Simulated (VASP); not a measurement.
Write the native input for VASP 6.6.1 that does the following.

| Item | Value |
| --- | --- |
| Task | electric field gradients |
| Functional | LDA |
| Potentials or basis | VASP PAW LDA potentials, release 64 (Ta_pv, N) |
| Cutoff | 520 eV |
| k mesh | 9 × 9 × 5 |
| Occupations | fermi-dirac, width 0.03 eV |
| Spin | no spin polarisation |
| Dipole correction | no |
| Further INCAR settings | ALGO = Normal; EDIFF = 1e-08; NBANDS = 24 |

The structure of TaN lies in POSCAR:

```
TaN
1.0
    2.9877386998      0.0000000000      0.0000000000
   -1.4938693500      2.5874576140      0.0000000000
    0.0000000000      0.0000000000      4.8391553770
Ta N
2 2
Direct
    0.3333333333      0.6666666667      0.0000000000
    0.6666666667      0.3333333333      0.5000000000
    0.3333333333      0.6666666667      0.3850000000
    0.6666666667      0.3333333333      0.8850000000
```

This cell differs from its parent crystal: volume scaled by 0.94.

The input as run:

INCAR

```
PREC = Accurate
ENCUT = 520
EDIFF = 1E-8
ISMEAR = -1
SIGMA = 0.03
LREAL = False
LASPH = True
NELM = 100
ALGO = Normal
ISIF = 2
LWAVE = False
LCHARG = False
GGA = CA
LEFG = True
NBANDS = 24
```

KPOINTS

```
Automatic mesh
0
Gamma
  9 9 5
```

Potentials or basis: VASP PAW LDA potentials, release 64 (Ta_pv, N).

The run is started by

```sh
$ cat potpaw_LDA.64/Ta_pv/POTCAR potpaw_LDA.64/N/POTCAR > POTCAR
$ mpirun -np 1 vasp_std > vasp.out
```

It gave:

| Item | Value |
| --- | --- |
| Pressure | 170.9 GPa |
| Largest force | 2.410 eV/Å |
| Band gap on the k mesh | zero (band 16 reaches 10.91 eV, above the bottom of band 17 at 8.57 eV) |

Caveat: without QUAD_EFG the Cq values of the log hold for a quadrupole moment of 1 mb, not for the nuclei; spin-orbit coupling is left out, which moves the levels of the heavy elements; forces of over 1 eV/Å act on the atoms, so gaps and moduli don't describe the material at rest.

Run time: 19 s on 1 thread of Intel(R) Xeon(R) Platinum 8488C (Sapphire Rapids) (shared host), peak memory 0.15 GiB.
